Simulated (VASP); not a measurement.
# CuAu (P4/mmm) in VASP: notebook, part 2 of 2

VASP 6.6.1. Earlier steps stand in the parts before.

## 5. Single point, PBE (strain +0.050 along x and y, +0.000 along z)

INCAR

```
SYSTEM = CuAu
PREC = Accurate
ENCUT = 520
EDIFF = 1E-6
ISMEAR = 0
SIGMA = 0.15
LREAL = .False.
LASPH = .True.
NELM = 100
ALGO = Fast
ISIF = 2
LWAVE = .False.
LCHARG = .True.
GGA = PE
LELF = .True.
LVHAR = .True.
NBANDS = 18
```

KPOINTS

```
regular mesh
0
Gamma
  18 18 14
  0 0 0
```

POSCAR

```
CuAu
1.0
    2.9400000000      0.0000000000      0.0000000000
    0.0000000000      2.9400000000      0.0000000000
    0.0000000000      0.0000000000      3.6700000000
Cu Au
1 1
Direct
    0.5000000000      0.5000000000      0.5000000000
    0.0000000000      0.0000000000      0.0000000000
```

Potentials or basis: VASP PAW PBE potentials, release 64 (Cu, Au).

On the command line:

```console
$ cat potpaw_PBE.64/Cu/POTCAR potpaw_PBE.64/Au/POTCAR > POTCAR
$ mpirun -np 1 vasp_std > vasp.out
```

OUTCAR:

```text
SYSTEM = CuAu
   PREC = Accurate
   ENCUT = 520
   EDIFF = 1E-6
   ISMEAR = 0
   LREAL = .False.
   LASPH = .True.
   NELM = 100
   ISIF = 2
   GGA = PE

 ion  position               nearest neighbor table
   1  0.500  0.500  0.500-   2 2.77   2 2.77   2 2.77   2 2.77   2 2.77   2 2.77   2 2.77   2 2.77

   2  0.000  0.000  0.000-   1 2.77   1 2.77   1 2.77   1 2.77   1 2.77   1 2.77   1 2.77   1 2.77

  LATTYP: Found a simple tetragonal cell.
 ALAT       =     2.9400000000
 C/A-ratio  =     1.2482993197

  Lattice vectors:

[... 694 lines left out ...]

  FORCE on cell =-STRESS in cart. coord.  units (eV):
  Direction    XX          YY          ZZ          XY          YZ          ZX
  --------------------------------------------------------------------------------------
  -------------------------------------------------------------------------------------
  Total       -1.3812390     -1.3812390     -1.2888560      0.0000000      0.0000000      0.0000000
  in kB      -69.7619608    -69.7619608    -65.0959913      0.0000000      0.0000000      0.0000000
  external PRESSURE =     -68.2066376 kB  Pullay stress =       0.0000000 kB

 VOLUME and BASIS-vectors are now :
 -----------------------------------------------------------------------------
  energy-cutoff  :      520.00
  volume of cell :       31.72
      direct lattice vectors                 reciprocal lattice vectors
     2.940000000  0.000000000  0.000000000     0.340136054  0.000000000  0.000000000
     0.000000000  2.940000000  0.000000000     0.000000000  0.340136054  0.000000000
     0.000000000  0.000000000  3.670000000     0.000000000  0.000000000  0.272479564

 POSITION                                       TOTAL-FORCE (eV/Angst)
 -----------------------------------------------------------------------------------
      1.47000      1.47000      1.83500         0.000000      0.000000      0.000000
      0.00000      0.00000      0.00000         0.000000      0.000000      0.000000
 -----------------------------------------------------------------------------------
    total drift:                                0.000000      0.000000     -0.000000

  FREE ENERGIE OF THE ION-ELECTRON SYSTEM (eV)
  ---------------------------------------------------
  free  energy   TOTEN  =        -7.0317581514 eV

  energy  without entropy=       -7.0246000813  energy(sigma->0) =       -7.02817912
```

stdout:

```text
POSCAR found type information on POSCAR CuAu
 POSCAR found :  2 types and       2 ions
 scaLAPACK will be used
 LDA part: xc-table for (Slater+PW92), standard interpolation
 POSCAR, INCAR and KPOINTS ok, starting setup
 FFT: planning ... GRIDC
 FFT: planning ... GRID_SOFT
 FFT: planning ... GRID
 WAVECAR not read
 entering main loop
```

It took 4.1 min on 1 thread of AMD EPYC 9R45 (Zen 5), shared host; peak memory 0.33 GiB.

What came out:

| Quantity | Value |
| --- | --- |
| Free energy | -7.0318 eV |
| Pressure | -6.8 GPa |
| Band gap on the k mesh | zero (band 11 reaches 12.32 eV, above the bottom of band 12 at 5.64 eV) |

Caveat: the cell differs from its parent crystal (strain +0.050 along x and y, +0.000 along z); spin-orbit coupling is left out, which moves the levels of the heavy elements.

## 6. Single point, PBE (strain +0.025 along x and y, +0.050 along z)

INCAR

```
SYSTEM = CuAu
ALGO     = Fast           ! electronic algorithm
EDIFF    = 1E-6           ! SCF threshold, eV
ENCUT    = 520            ! plane-wave cutoff, eV
GGA      = PE             ! functional
ISIF     = 2              ! what is computed and relaxed
ISMEAR   = 0              ! smearing method
LASPH    = .True.         ! aspherical terms in the spheres
LCHARG   = .True.         ! write CHGCAR
LELF     = .True.         ! ELF
LREAL    = .False.        ! projectors in reciprocal space
LVHAR    = .True.       
LWAVE    = .False.        ! write WAVECAR
NBANDS   = 18             ! bands
NELM     = 60             ! most SCF steps
PREC     = Accurate       ! precision mode
SIGMA    = 0.15           ! smearing width, eV
```

KPOINTS

```
k-points
0
Gamma
  18 18 14
  0 0 0
```

POSCAR

```
CuAu
1.0
    2.8700000000      0.0000000000      0.0000000000
    0.0000000000      2.8700000000      0.0000000000
    0.0000000000      0.0000000000      3.8535000000
Cu Au
1 1
Direct
    0.5000000000      0.5000000000      0.5000000000
    0.0000000000      0.0000000000      0.0000000000
```

Potentials or basis: VASP PAW PBE potentials, release 64 (Cu, Au).

On the command line:

```console
$ cat potpaw_PBE.64/Cu/POTCAR potpaw_PBE.64/Au/POTCAR > POTCAR
$ mpirun -np 1 vasp_std > vasp.out
```

It took 4.5 min on 1 thread of AMD EPYC 9R45 (Zen 5), shared host; peak memory 0.33 GiB.

The run converged. Its results:

```yaml
Free_energy: -7.0280 eV
Pressure: -6.5 GPa
Band_gap_on_the_k_mesh: zero (band 11 reaches 12.64 eV, above the bottom of band 12 at 5.73 eV)
```

Stress tensor (GPa, compression positive):
```
-6.07  0.00  0.00
 0.00 -6.07  0.00
 0.00  0.00 -7.31
```

Levels at points of the mesh, in eV from the Fermi level:
```
           k point  band 8  band 9  band 10  band 11  band 12  band 13  band 14  band 15
(0.00, 0.00, 0.00)   -2.01   -1.59    -1.41    -1.41     1.90     6.86     9.97     9.97
(0.50, 0.00, 0.00)   -2.64   -2.15    -1.96    -0.74    -0.17     8.76     8.81    10.18
(0.50, 0.50, 0.00)   -1.48   -1.35    -1.35     1.00     1.00     4.79     6.32     9.69
(0.00, 0.00, 0.50)   -2.58   -2.16    -2.07    -2.07    -1.78    14.10    14.10    14.18
(0.50, 0.00, 0.50)   -1.57   -1.52    -1.51    -0.72    -0.70     2.31     3.84    15.81
(0.50, 0.50, 0.50)   -1.95   -1.60    -1.48     5.14     5.30     5.30     5.64     6.57
```

Caveat: the cell differs from its parent crystal (strain +0.025 along x and y, +0.050 along z); spin-orbit coupling is left out, which moves the levels of the heavy elements.

## 7. Overview

| cell | gap on the mesh (eV) | pressure (GPa) |
| --- | --- | --- |
| a = 2.870, b = 2.870, c = 3.670 Å, 2 atoms | none | -0.9 |
| a = 2.940, b = 2.940, c = 3.578 Å, 2 atoms | none | -4.0 |
| a = 2.870, b = 2.870, c = 3.762 Å, 2 atoms | none | -3.9 |
| a = 2.940, b = 2.940, c = 3.670 Å, 2 atoms | none | -6.8 |
| a = 2.870, b = 2.870, c = 3.853 Å, 2 atoms | none | -6.5 |

Alike in all rows: task single point; level PBE; potentials or basis VASP PAW PBE potentials, release 64 (Cu, Au); no spin polarisation; k mesh 18 × 18 × 14; cutoff (eV) 520; smearing gaussian 0.15 eV.

Caveats: spin-orbit coupling is left out, which moves the levels of the heavy elements.

Absolute energies hang on the potentials; compare differences alone.
